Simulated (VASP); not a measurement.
# TaSi2 (Fm-3m) in VASP: further runs

The runs below take TaSi2 through single point, relaxation of cell and atoms, with PBE.

Program: VASP 6.6.1. These are calculated values, not measurements. Logs are shortened: lines on timing, memory, paths and dates and some standing lists are left out, and cuts for length are marked.

### Step 1. The cell of the first run

It takes space group Fm-3m (No. 225, cubic). Conventional cell: a = 6.060 Å, b = 6.060 Å, c = 6.060 Å, α = 90.00°, β = 90.00°, γ = 90.00°. Ta (site symmetry m-3m) has 8 Si at 2.62 Å within 3.5 Å. Within 3.5 Å of Si (site symmetry -43m) lie 4 Ta at 2.62 Å and 6 Si at 3.03 Å.

### Step 2. Single point, PBE

INCAR reads:

```
SYSTEM = TaSi2
PREC = Accurate ; ENCUT = 520
EDIFF = 1E-6 ; ISMEAR = 0
SIGMA = 0.1 ; LREAL = .FALSE.
LASPH = .TRUE. ; NELM = 60
ALGO = Normal ; ISIF = 2
LWAVE = .FALSE. ; LCHARG = .FALSE.
GGA = PE ; NBANDS = 16
```

KPOINTS reads:

```
Automatic mesh
0
G
  14 14 14
  0 0 0
```

POSCAR reads:

```
TaSi2
1.0
    0.0000000000      3.0300350235      3.0300350235
    3.0300350235      0.0000000000      3.0300350235
    3.0300350235      3.0300350235      0.0000000000
Ta Si
1 2
Direct
    0.0000000000      0.0000000000      0.0000000000
    0.2500000000      0.2500000000      0.2500000000
    0.7500000000      0.7500000000      0.7500000000
```

Potentials or basis: VASP PAW PBE potentials, release 64 (Ta_pv, Si).

On the command line:

```console
$ cat potpaw_PBE.64/Ta_pv/POTCAR potpaw_PBE.64/Si/POTCAR > POTCAR
$ mpirun -np 1 vasp_std > vasp.out
```

OUTCAR:

```text
SYSTEM = TaSi2
   PREC = Accurate
   ENCUT = 520
   EDIFF = 1E-6
   ISMEAR = 0
   LREAL = .FALSE.
   LASPH = .TRUE.
   NELM = 60
   ISIF = 2
   GGA = PE

 ion  position               nearest neighbor table
   1  0.000  0.000  0.000-   3 2.62   3 2.62   3 2.62   2 2.62   3 2.62   2 2.62   2 2.62   2 2.62

   2  0.250  0.250  0.250-   1 2.62   1 2.62   1 2.62   1 2.62   3 3.03   3 3.03   3 3.03   3 3.03
                             3 3.03   3 3.03
   3  0.750  0.750  0.750-   1 2.62   1 2.62   1 2.62   1 2.62   2 3.03   2 3.03   2 3.03   2 3.03
                             2 3.03   2 3.03

  LATTYP: Found a face centered cubic cell.
 ALAT       =     6.0600700470

  Lattice vectors:

 A1 = (   0.0000000000,   3.0300350235,   3.0300350235)
 A2 = (   3.0300350235,   0.0000000000,   3.0300350235)
 A3 = (   3.0300350235,   3.0300350235,   0.0000000000)

Analysis of symmetry for initial positions (statically):
=====================================================================
 Subroutine PRICEL returns:
 Original cell was already a primitive cell.

 Routine SETGRP: Setting up the symmetry group for a
 face centered cubic supercell.

 Subroutine GETGRP returns: Found 48 space group operations
 (whereof 48 operations were pure point group operations)
 out of a pool of 48 trial point group operations.

The static configuration has the point symmetry O_h .

Analysis of symmetry for dynamics (positions and initial velocities):
=====================================================================
 Subroutine PRICEL returns:
 Original cell was already a primitive cell.

 Routine SETGRP: Setting up the symmetry group for a
 face centered cubic supercell.

 Subroutine GETGRP returns: Found 48 space group operations
 (whereof 48 operations were pure point group operations)
 out of a pool of 48 trial point group operations.

The dynamic configuration has the point symmetry O_h .

 Subroutine INISYM returns: Found 48 space group operations
 (whereof 48 operations are pure point group operations),
 and found     1 'primitive' translations

----------------------------------------------------------------------------------------

                                     Primitive cell

  volume of cell :      55.6382

  direct lattice vectors                    reciprocal lattice vectors
     0.000000000  3.030035023  3.030035023    -0.165014594  0.165014594  0.165014594
[... 82 lines left out ...]
   ISPIN  =      1    spin polarized calculation?
   LNONCOLLINEAR =      F non collinear calculations
   LSORBIT =      F    spin-orbit coupling
   LASPH  =      T    aspherical Exc in radial PAW
   ENCUT  =  520.0 eV  38.22 Ry    6.18 a.u.   7.97  7.97  7.97*2*pi/ulx,y,z
   NELM   =     60;   NELMIN=  2; NELMDL= -5     # of ELM steps
   EDIFF  = 0.1E-05   stopping-criterion for ELM
   LREAL  =      F    real-space projection
   EDIFFG = 0.1E-04   stopping-criterion for IOM
   NSW    =      0    number of steps for IOM
   IBRION =     -1    ionic relax: 0-MD 1-quasi-New 2-CG
   NFREE  =      0    steps in history (QN), initial steepest desc. (CG)
   ISIF   =      2    stress and relaxation
   ISYM   =      2    0-nonsym 1-usesym 2-fastsym
   POTIM  = 0.5000    time-step for ionic-motion
   TEBEG  =    0.0;   TEEND  =   0.0 temperature during run
   PSTRESS=    0.0 pullay stress
   NELECT =      19.0000    total number of electrons
   NUPDOWN=      -1.0000    fix difference up-down
   EMIN   =  10.00;   EMAX   =-10.00  energy-range for DOS
   EFERMI =   0.00;   METHOD = LEGACY
   ISMEAR =     0;   SIGMA  =   0.10  broadening in eV -4-tet -1-fermi 0-gaus
   EFERMI_NEDOS =   21; number of points for ismear=-14 and -15
   IALGO  =     38    algorithm
   IMIX   =      4    mixing-type and parameters
     AMIX     =   0.40;   BMIX     =  1.00
     AMIX_MAG =   1.60;   BMIX_MAG =  1.00
  volume/ion in A,a.u.               =      18.55       125.15
  Fermi-wavevector in a.u.,A,eV,Ry     =   1.144287  2.162389 17.815377  1.309393
  Thomas-Fermi vector in A             =   2.280980
   LORBIT       =      0    0 simple, 1 ext, 2 COOP (PROOUT), +10 PAW based schemes
   GGA     = PE    functional components
   LHFCALC =     F    Hartree Fock is set to
   AEXX    =    0.0000 exact exchange contribution
   IVDW    =     0    specifies the selected vdW correction
   LEPSILON=     F    determine dielectric tensor
   LRPA    =     F    only Hartree local field effects (RPA)
 non-spin polarized calculation
 Gauss-broadening in eV      SIGMA  =   0.10
  energy-cutoff  :      520.00
  volume of cell :       55.64
 maximum number of plane-waves:      1524
   NGX = 15   NGY = 15   NGZ = 15

 number of electron      19.0000000 magnetization

 Free energy of the ion-electron system (eV)
  ---------------------------------------------------
  ext. energy  EPLUGINS =         0.00000000
  ---------------------------------------------------
  free energy    TOTEN  =       -21.37801445 eV

  energy without entropy =      -21.36458711  energy(sigma->0) =      -21.37130078

 E-fermi :   6.4623     XC(G=0): -10.7180

 val. band max:        6.4508591045   @ k =   0.2857   0.1429   0.0000
 cond. band min:       6.4668647070   @ k =   0.2857   0.1429   0.0714
 fundamental gap:      0.0160056026
 Fermi energy:         6.4622604079

 k-point     1 :       0.0000    0.0000    0.0000
  band No.  band energies     occupation
      1     -27.8543      2.00000
      2     -27.8543      2.00000
      3     -27.8543      2.00000
      4      -4.9247      2.00000
      5       2.4872      2.00000
      6       2.4872      2.00000
[... 433 lines left out ...]
      3     -27.8584      2.00000
      4      -3.9675      2.00000
      5       0.2211      2.00000
      6       2.8447      2.00000
[... 8 lines left out ...]
     15      11.5817      0.00000
     16      12.2887      0.00000

 [... further k-points ...]
[... 5 lines left out ...]
  --------------------------------------------------------------------------------------
  -------------------------------------------------------------------------------------
  Total        0.0252381      0.0252381      0.0252381      0.0000000     -0.0000000      0.0000000
  in kB        0.7267646      0.7267646      0.7267646      0.0000000     -0.0000000      0.0000000
  external PRESSURE =       0.7267646 kB  Pullay stress =       0.0000000 kB

 VOLUME and BASIS-vectors are now :
 -----------------------------------------------------------------------------
  energy-cutoff  :      520.00
  volume of cell :       55.64
      direct lattice vectors                 reciprocal lattice vectors
     0.000000000  3.030035023  3.030035023    -0.165014594  0.165014594  0.165014594
     3.030035023  0.000000000  3.030035023     0.165014594 -0.165014594  0.165014594
     3.030035023  3.030035023  0.000000000     0.165014594  0.165014594 -0.165014594

 POSITION                                       TOTAL-FORCE (eV/Angst)
 -----------------------------------------------------------------------------------
      0.00000      0.00000      0.00000        -0.000000     -0.000000      0.000000
      1.51502      1.51502      1.51502        -0.000000     -0.000000     -0.000000
      4.54505      4.54505      4.54505         0.000000      0.000000      0.000000
 -----------------------------------------------------------------------------------
    total drift:                                0.000000     -0.000000      0.000000

  FREE ENERGIE OF THE ION-ELECTRON SYSTEM (eV)
  ---------------------------------------------------
  free  energy   TOTEN  =       -21.3780144526 eV

  energy  without entropy=      -21.3645871074  energy(sigma->0) =      -21.37130078
```

It took 51 s on 1 thread of Intel Xeon Platinum 8488C (Sapphire Rapids), shared host; peak memory 0.23 GiB.

Results:

* Free energy: -21.3780 eV
* Pressure: 0.1 GPa

Caveat: spin-orbit coupling is left out, which moves the levels of the heavy elements.

### Step 3. Single point, PBE

INCAR reads:

```
PREC = Accurate
ENCUT = 500
EDIFF = 1E-6
ISMEAR = 0
SIGMA = 0.1
LREAL = F
LASPH = T
NELM = 120
ALGO = Normal
ISIF = 2
LWAVE = F
LCHARG = F
GGA = PE
NBANDS = 16
GGA_COMPAT = F
```

KPOINTS reads:

```
regular mesh
0
Gamma
  6 6 6
```

POSCAR reads:

```
TaSi2
1.0
    0.0000000000      3.0312130484      3.0312130484
    3.0312130484      0.0000000000      3.0312130484
    3.0312130484      3.0312130484      0.0000000000
Ta Si
1 2
Direct
    0.0000000000      0.0000000000      0.0000000000
    0.2500000000      0.2500000000      0.2500000000
    0.7500000000      0.7500000000      0.7500000000
```

Potentials or basis: VASP PAW PBE potentials, release 64 (Ta_pv, Si).

On the command line:

```console
$ cat potpaw_PBE.64/Ta_pv/POTCAR potpaw_PBE.64/Si/POTCAR > POTCAR
$ mpirun -np 1 vasp_std > vasp.out
```

Run time: 12 s. Hardware: 1 thread of Intel Xeon 6975P-C, shared host; peak memory 0.18 GiB.

The run converged. Its results:

```yaml
Free_energy: -21.4053 eV
Pressure: 0.0 GPa
```

Levels at points of the mesh, in eV from the Fermi level:
```
           k point  band 7  band 8  band 9  band 10  band 11  band 12  band 13  band 14
(0.00, 0.00, 0.00)   -3.98   -2.88   -0.29    -0.29     3.41     3.41     3.41     4.34
(0.50, 0.00, 0.00)   -3.28   -1.66   -0.30    -0.30     0.46     0.46     0.68     5.52
(0.50, 0.50, 0.00)   -2.77   -2.77   -0.79    -0.49    -0.49     1.18     5.35     6.21
```

Caveat: spin-orbit coupling is left out, which moves the levels of the heavy elements.

### Step 4. Single point, PBE

This run uses another cell than the first one, of 20.54 Å³/atom, 1.107 times its volume.

INCAR reads:

```
SYSTEM = TaSi2
  PREC = Accurate
  ENCUT = 500
  EDIFF = 1E-6
  ISMEAR = 0
  SIGMA = 0.1
  LREAL = .False.
  LASPH = .True.
  NELM = 120
  ALGO = Normal
  ISIF = 2
  LWAVE = .False.
  LCHARG = .False.
  GGA = PE
  NBANDS = 16
  GGA_COMPAT = .False.
```

KPOINTS reads:

```
regular mesh
0
Gamma
  6 6 6
  0 0 0
```

POSCAR reads:

```
TaSi2
1.0
    0.0000000000      3.1347527500      3.1347527500
    3.1347527500      0.0000000000      3.1347527500
    3.1347527500      3.1347527500      0.0000000000
Ta Si
1 2
Direct
    0.0000000000      0.0000000000      0.0000000000
    0.2500000000      0.2500000000      0.2500000000
    0.7500000000      0.7500000000      0.7500000000
```

Potentials or basis: VASP PAW PBE potentials, release 64 (Ta_pv, Si).

On the command line:

```console
$ cat potpaw_PBE.64/Ta_pv/POTCAR potpaw_PBE.64/Si/POTCAR > POTCAR
$ mpirun -np 1 vasp_std > vasp.out
```

OUTCAR:

```text
SYSTEM = TaSi2
   PREC = Accurate
   ENCUT = 500
   EDIFF = 1E-6
   ISMEAR = 0
   LREAL = .False.
   LASPH = .True.
   NELM = 120
   ISIF = 2
   GGA = PE

 ion  position               nearest neighbor table
   1  0.000  0.000  0.000-   3 2.71   3 2.71   3 2.71   2 2.71   3 2.71   2 2.71   2 2.71   2 2.71

   2  0.250  0.250  0.250-   1 2.71   1 2.71   1 2.71   1 2.71   3 3.13   3 3.13   3 3.13   3 3.13
                             3 3.13   3 3.13
   3  0.750  0.750  0.750-   1 2.71   1 2.71   1 2.71   1 2.71   2 3.13   2 3.13   2 3.13   2 3.13
                             2 3.13   2 3.13

[... 491 lines left out ...]
  --------------------------------------------------------------------------------------
  -------------------------------------------------------------------------------------
  Total       -3.6638142     -3.6638142     -3.6638142     -0.0000000     -0.0000000     -0.0000000
  in kB      -95.2805282    -95.2805282    -95.2805282     -0.0000000     -0.0000000     -0.0000000
  external PRESSURE =     -95.2805282 kB  Pullay stress =       0.0000000 kB

 VOLUME and BASIS-vectors are now :
 -----------------------------------------------------------------------------
  energy-cutoff  :      500.00
  volume of cell :       61.61
      direct lattice vectors                 reciprocal lattice vectors
     0.000000000  3.134752750  3.134752750    -0.159502213  0.159502213  0.159502213
     3.134752750  0.000000000  3.134752750     0.159502213 -0.159502213  0.159502213
     3.134752750  3.134752750  0.000000000     0.159502213  0.159502213 -0.159502213

 POSITION                                       TOTAL-FORCE (eV/Angst)
 -----------------------------------------------------------------------------------
      0.00000      0.00000      0.00000         0.000000     -0.000000     -0.000000
      1.56738      1.56738      1.56738         0.000000      0.000000      0.000000
      4.70213      4.70213      4.70213        -0.000000     -0.000000     -0.000000
 -----------------------------------------------------------------------------------
    total drift:                                0.000000     -0.000000      0.000000

  FREE ENERGIE OF THE ION-ELECTRON SYSTEM (eV)
  ---------------------------------------------------
  free  energy   TOTEN  =       -21.2146802771 eV

  energy  without entropy=      -21.2062761420  energy(sigma->0) =      -21.21047821
```

OSZICAR:

```text
N       E                     dE             d eps       ncg     rms          rms(c)
DAV:   1     0.851861544832E+02    0.85186E+02   -0.90371E+03   512   0.996E+02
DAV:   2    -0.197895837661E+02   -0.10498E+03   -0.10281E+03   688   0.239E+02
DAV:   3    -0.220423874265E+02   -0.22528E+01   -0.22367E+01   688   0.329E+01
DAV:   4    -0.220639933923E+02   -0.21606E-01   -0.21592E-01   640   0.355E+00
DAV:   5    -0.220643738112E+02   -0.38042E-03   -0.38041E-03   672   0.451E-01    0.122E+01
DAV:   6    -0.212644347453E+02    0.79994E+00   -0.41575E+00   624   0.112E+01    0.484E+00
DAV:   7    -0.212281394247E+02    0.36295E-01   -0.21116E-01   576   0.266E+00    0.316E+00
DAV:   8    -0.212145084391E+02    0.13631E-01   -0.22111E-02   608   0.114E+00    0.345E-01
DAV:   9    -0.212144086940E+02    0.99745E-04   -0.19640E-03   680   0.224E-01    0.175E-01
DAV:  10    -0.212146607719E+02   -0.25208E-03   -0.44860E-04   544   0.133E-01    0.168E-02
DAV:  11    -0.212146714351E+02   -0.10663E-04   -0.96302E-06   744   0.193E-02    0.913E-03
DAV:  12    -0.212146802331E+02   -0.87980E-05   -0.16753E-05   584   0.204E-02    0.329E-03
DAV:  13    -0.212146802771E+02   -0.43977E-07   -0.33120E-07   512   0.316E-03
   1 F= -.21214680E+02 E0= -.21210478E+02  d E =-.840414E-02
```

stdout:

```text
POSCAR found type information on POSCAR TaSi
 POSCAR found :  2 types and       3 ions
 scaLAPACK will be used
 LDA part: xc-table for (Slater+PW92), standard interpolation
 POSCAR, INCAR and KPOINTS ok, starting setup
 FFT: planning ... GRIDC
 FFT: planning ... GRID_SOFT
 FFT: planning ... GRID
 WAVECAR not read
 entering main loop
```

Run time: 14 s. Hardware: 1 thread of Intel Xeon 6975P-C, shared host; peak memory 0.18 GiB.

What came out:

* Free energy: -21.2147 eV
* Pressure: -9.5 GPa

Caveat: spin-orbit coupling is left out, which moves the levels of the heavy elements.

[end of part 1 of 2]
